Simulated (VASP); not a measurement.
Au, 1 atom in the cell. Symmetry: Im-3m, No. 229, cubic system. The conventional cell has a = 3.247 Å, b = 3.247 Å, c = 3.247 Å, α = 90.00°, β = 90.00°, γ = 90.00°. Au (site symmetry m-3m) has 14 Au at 2.81 to 3.25 Å within 3.7 Å. 

- Program: VASP 6.6.1
- Task: single point
- Functional: LDA
- Potentials or basis: VASP PAW LDA potentials, release 64 (Au)
- Cutoff: 520 eV
- k mesh: 11 × 11 × 11
- Occupations: fermi-dirac, width 0.05 eV
- Spin: no spin polarisation
- Dipole correction: no
- Further INCAR settings: ALGO = Fast; EDIFF = 1e-07; NBANDS = 12

Potentials or basis: VASP PAW LDA potentials, release 64 (Au).

Launch:

```sh
$ cat potpaw_LDA.64/Au/POTCAR > POTCAR
$ mpirun -np 1 vasp_std > vasp.out
```

Hardware: 1 thread of Intel(R) Xeon(R) Platinum 8259CL CPU @ 2.50GHz (Skylake/Cascade Lake) (shared host).

Task: How long does it take, and how much memory?

Result: Run time: 13 s on 1 thread of Intel(R) Xeon(R) Platinum 8259CL CPU @ 2.50GHz (Skylake/Cascade Lake), on a shared host, peak memory 0.13 GiB. Counts: scf iterations 13, k points 56.
